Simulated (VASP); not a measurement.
# TiSe2 (P-3m1) in VASP: vibrations by perturbation theory with PBE

Aim: the vibrations by perturbation theory of TiSe2 with PBE.

The COD entry that gives the cell may itself be a prediction, so a difference from it is no test against experiment.

Program: VASP 6.6.1. These are calculated values, not measurements. Logs are shortened: lines on timing, memory, paths and dates and some standing lists are left out, and cuts for length are marked.

### 1 The cell of the first run

Symmetry: P-3m1, No. 164, trigonal system. The conventional cell has a = 3.536 Å, b = 3.536 Å, c = 6.004 Å, α = 90.00°, β = 90.00°, γ = 120.00°. Ti (site symmetry -3m) has 6 Se at 2.55 Å within 3.4 Å. Se (site symmetry 3m) has 3 Ti at 2.55 Å within 3.4 Å.

### 2 Vibrations by perturbation theory, PBE

INCAR

```
ALGO = Normal
EDIFF = 1E-8
ENCUT = 500
GGA = PE
GGA_COMPAT = F
IBRION = 8
ISIF = 2
ISMEAR = -1
LASPH = T
LCHARG = F
LREAL = F
LWAVE = F
NELM = 120
NSW = 1
PREC = Accurate
SIGMA = 0.1
```

KPOINTS

```
k-points
0
Gamma
  6 6 4
```

POSCAR

```
TiSe2
1.0
    3.5360000000      0.0000000000      0.0000000000
   -1.7680000000      3.0622660000      0.0000000000
    0.0000000000      0.0000000000      6.0040000000
Ti Se
1 2
Direct
    0.0000000000      0.0000000000      0.0000000000
    0.3333333333      0.6666666667      0.2552000000
    0.6666666667      0.3333333333      0.7448000000
```

Potentials or basis: VASP PAW PBE potentials, release 64 (Ti_sv, Se).

Launch:

```sh
$ cat potpaw_PBE.64/Ti_sv/POTCAR potpaw_PBE.64/Se/POTCAR > POTCAR
$ mpirun -np 1 vasp_std > vasp.out
```

OUTCAR:

```text
EDIFF = 1E-8
   ENCUT = 500
   GGA = PE
   IBRION = 8
   ISIF = 2
   ISMEAR = -1
   LASPH = T
   LREAL = F
   NELM = 120
   NSW = 1
   PREC = Accurate

 ion  position               nearest neighbor table
   1  0.000  0.000  0.000-   2 2.55   3 2.55   3 2.55   2 2.55   3 2.55   2 2.55
   2  0.333  0.667  0.255-   1 2.55   1 2.55   1 2.55
   3  0.667  0.333  0.745-   1 2.55   1 2.55   1 2.55

  LATTYP: Found a hexagonal cell.
 ALAT       =     3.5360000000
 C/A-ratio  =     1.6979638009

  Lattice vectors:

 A1 = (   3.5360000000,   0.0000000000,   0.0000000000)
 A2 = (  -1.7680000000,   3.0622660000,   0.0000000000)
 A3 = (   0.0000000000,   0.0000000000,   6.0040000000)

Analysis of symmetry for initial positions (statically):
=====================================================================
 Subroutine PRICEL returns:
 Original cell was already a primitive cell.

 Routine SETGRP: Setting up the symmetry group for a
 hexagonal supercell.

 Subroutine GETGRP returns: Found 12 space group operations
 (whereof 12 operations were pure point group operations)
 out of a pool of 24 trial point group operations.

The static configuration has the point symmetry D_3d.

Analysis of symmetry for dynamics (positions and initial velocities):
=====================================================================
 Subroutine PRICEL returns:
 Original cell was already a primitive cell.

 Routine SETGRP: Setting up the symmetry group for a
 hexagonal supercell.

 Subroutine GETGRP returns: Found 12 space group operations
 (whereof 12 operations were pure point group operations)
 out of a pool of 24 trial point group operations.

The dynamic configuration has the point symmetry D_3d.

 Subroutine INISYM returns: Found 12 space group operations
 (whereof 12 operations are pure point group operations),
 and found     1 'primitive' translations

----------------------------------------------------------------------------------------

                                     Primitive cell

  volume of cell :      65.0123

  direct lattice vectors                    reciprocal lattice vectors
     3.536000000  0.000000000  0.000000000     0.282805430  0.163277782  0.000000000
    -1.768000000  3.062266000  0.000000000     0.000000000  0.326555564  0.000000000
     0.000000000  0.000000000  6.004000000     0.000000000  0.000000000  0.166555630

  length of vectors
     3.536000000  3.536000149  6.004000000     0.326555578  0.326555564  0.166555630

  position of ions in fractional coordinates (direct lattice)
     0.000000000  0.000000000  0.000000000
     0.333333333  0.666666667  0.255200000
     0.666666667  0.333333333  0.744800000

  ion indices of the primitive-cell ions
   primitive index   ion index
                 1           1
                 2           2
                 3           3

----------------------------------------------------------------------------------------

 KPOINTS: k-points

Automatic generation of k-mesh.
 Grid dimensions read from file:
 generate k-points for:    6    6    4

 Generating k-lattice:

  Cartesian coordinates                     Fractional coordinates (reciprocal lattice)
     0.047134238  0.027212964  0.000000000     0.166666667  0.000000000  0.000000000
[... 92 lines left out ...]
 maximum number of plane-waves:      1672
 NGX is ok and might be reduce to    28
   NGX = 13   NGY = 13   NGZ = 21

--------------------------------------- Ionic step        1  -------------------------------------------

 number of electron      24.0000001 magnetization

 Free energy of the ion-electron system (eV)
  ---------------------------------------------------
  ext. energy  EPLUGINS =         0.00000000
  ---------------------------------------------------
  free energy    TOTEN  =       -18.18111950 eV

  energy without entropy =      -18.14658602  energy(sigma->0) =      -18.16385276

 E-fermi :   4.7840     XC(G=0):  -9.9979

 val. band max:        4.6761939938   @ k =   0.1667   0.0000   0.0000
 cond. band min:       4.8262683765   @ k =   0.5000  -0.0000   0.2500
 fundamental gap:      0.1500743827
 Fermi energy:         4.7839917606

 k-point     1 :       0.0000    0.0000    0.0000
  band No.  band energies     occupation
      1     -52.7969      2.00000
      2     -29.0238      2.00000
      3     -29.0132      2.00000
      4     -29.0132      2.00000
      5      -9.1636      2.00000
      6      -7.7362      2.00000
[... 435 lines left out ...]
      5      -7.4053      2.00000
      6      -7.4053      2.00000
[... 8 lines left out ...]
     15       6.0674      0.00001
     16       8.2029      0.00000

------------------------ aborting loop because EDIFF is reached ----------------------------------------

  FORCE on cell =-STRESS in cart. coord.  units (eV):
  Direction    XX          YY          ZZ          XY          YZ          ZX
  --------------------------------------------------------------------------------------
  -------------------------------------------------------------------------------------
  Total        0.4049843      0.4049843      1.0838568      0.0000000      0.0000000      0.0000000
  in kB        9.9805130      9.9805141     26.7107835      0.0000000      0.0000000      0.0000000
  external PRESSURE =      15.5572702 kB  Pullay stress =       0.0000000 kB

 VOLUME and BASIS-vectors are now :
 -----------------------------------------------------------------------------
  energy-cutoff  :      500.00
  volume of cell :       65.01
      direct lattice vectors                 reciprocal lattice vectors
     3.536000000  0.000000000  0.000000000     0.282805430  0.163277782  0.000000000
    -1.768000000  3.062266000  0.000000000     0.000000000  0.326555564  0.000000000
     0.000000000  0.000000000  6.004000000     0.000000000  0.000000000  0.166555630

 POSITION                                       TOTAL-FORCE (eV/Angst)
 -----------------------------------------------------------------------------------
      0.00000      0.00000      0.00000         0.000000     -0.000000      0.000000
     -0.00000      2.04151      1.53222        -0.000000      0.000000      0.108358
      1.76800      1.02076      4.47178         0.000000      0.000000     -0.108358
 -----------------------------------------------------------------------------------
    total drift:                                0.000000     -0.000000     -0.000000

  FREE ENERGIE OF THE ION-ELECTRON SYSTEM (eV)
  ---------------------------------------------------
  free  energy   TOTEN  =       -18.1811195044 eV

  energy  without entropy=      -18.1465860188  energy(sigma->0) =      -18.16385276

[... ionic steps 2 to 3 ...]

--------------------------------------- Ionic step        4  -------------------------------------------

------------------------ aborting loop because EDIFF is reached ----------------------------------------
[... 11 lines left out ...]
[... ionic steps 8 to 8 ...]

--------------------------------------- Ionic step        9  -------------------------------------------

 Free energy of the ion-electron system (eV)
  ---------------------------------------------------
  ---------------------------------------------------
  free energy    TOTEN  =        -0.10183582 eV

  energy without entropy =       -0.10184133

------------------------ aborting loop because EDIFF is reached ----------------------------------------

 INTERNAL STRAIN TENSOR  FOR ION    2  DIRECTION 3   (eV/Angst):
 -----------------------------------------------------------------------------
    -7.52354  0.00000  0.00000
    -0.00000 -7.52354 -0.00000
     0.00000 -0.00000-14.92655

 INTERNAL STRAIN TENSOR FOR ION    3 for displacements in x,y,z  (eV/Angst):
          X           Y           Z          XY          YZ          ZX
  --------------------------------------------------------------------------------
  x     0.00000     0.00000     0.00000    -2.48739    -0.00000     7.42606
  y    -2.48739     2.48739     0.00000     0.00000     8.17946     0.00000
  z     7.52354     7.52354    14.92655     0.00000     0.00000     0.00000

 SECOND DERIVATIVES (NOT SYMMETRIZED)
 ------------------------------------
               1X          1Y          1Z          2X          2Y          2Z          3X          3Y          3Z
  1X    -4.483982    0.000000    0.000000    2.241991    0.000000    0.000000    2.241991    0.000000    0.000000
  1Y     0.000000   -4.483982    0.000000    0.000000    2.241991    0.000000    0.000000    2.241991    0.000000
  1Z     0.000000   -0.000000  -12.098758    0.000000    0.000000    6.049379    0.000000    0.000000    6.049379
  2X     2.201934    0.000000    0.000000   -3.887049    0.000000    0.000000    1.685115    0.000000    0.000000
  2Y     0.000000    2.201934    0.000000    0.000000   -3.887049    0.000000    0.000000    1.685115    0.000000
  2Z     0.000000    0.000000    6.004204    0.000000    0.000000   -8.774898    0.000000    0.000000    2.770695
  3X     2.201934    0.000000    0.000000    1.685115    0.000000    0.000000   -3.887049    0.000000    0.000000
  3Y     0.000000    2.201934    0.000000    0.000000    1.685115    0.000000    0.000000   -3.887049    0.000000
  3Z     0.000000    0.000000    6.004204    0.000000    0.000000    2.770695    0.000000    0.000000   -8.774898

 Eigenvectors and eigenvalues of the dynamical matrix
 ----------------------------------------------------

   1 f  =    8.963366 THz    56.318488 2PiTHz  298.985697 cm-1    37.069485 meV
             X         Y         Z           dx          dy          dz
      0.000000  0.000000  0.000000     0.000000    0.000000   -0.876745
     -0.000000  2.041511  1.532221     0.000000   -0.000000    0.340087
      1.768000  1.020755  4.471779    -0.000000    0.000000    0.340087
[... 43 lines left out ...]
   9 f/i=    0.020658 THz     0.129795 2PiTHz    0.689061 cm-1     0.085433 meV
             X         Y         Z           dx          dy          dz
      0.000000  0.000000  0.000000    -0.000041   -0.479018    0.000000
     -0.000000  2.041511  1.532221    -0.000054   -0.620702    0.000000
      1.768000  1.020755  4.471779    -0.000054   -0.620702    0.000000

--------------------------------------------------------------------------------------------------------

 ELASTIC MODULI CONTR FROM IONIC RELAXATION (kBar)
 Direction    XX          YY          ZZ          XY          YZ          ZX
 --------------------------------------------------------------------------------
 XX        -296.3703   -186.9147   -479.4137      0.0000    179.9654     -0.0000
 YY        -186.9147   -296.3704   -479.4137     -0.0000   -179.9654      0.0000
 ZZ        -479.4137   -479.4137   -951.1468     -0.0000     -0.0000      0.0000
 XY           0.0000     -0.0000     -0.0000    -54.7278     -0.0000    163.3890
 YZ         179.9654   -179.9654     -0.0000     -0.0000   -591.7927      0.0000
 ZX          -0.0000      0.0000      0.0000    163.3890      0.0000   -487.7949
 --------------------------------------------------------------------------------
```

It took 16 min on 1 thread of Intel Xeon 8259CL, shared host; peak memory 0.37 GiB.

What came out:

```
Highest phonon frequency at Γ, LO-TO splitting left out : 299 cm⁻¹
```

Phonon frequencies in cm⁻¹ (negative: imaginary):
```csv
q point,frequencies
"(0.000, 0.000, 0.000)",-1 -1 0 139 139 182 182 199 299
```

Caveat: the cell wasn't relaxed at this level first, which shifts response properties; this functional lacks dispersion, which binds the layers, so the pressure and a relaxed spacing across them are unreliable.
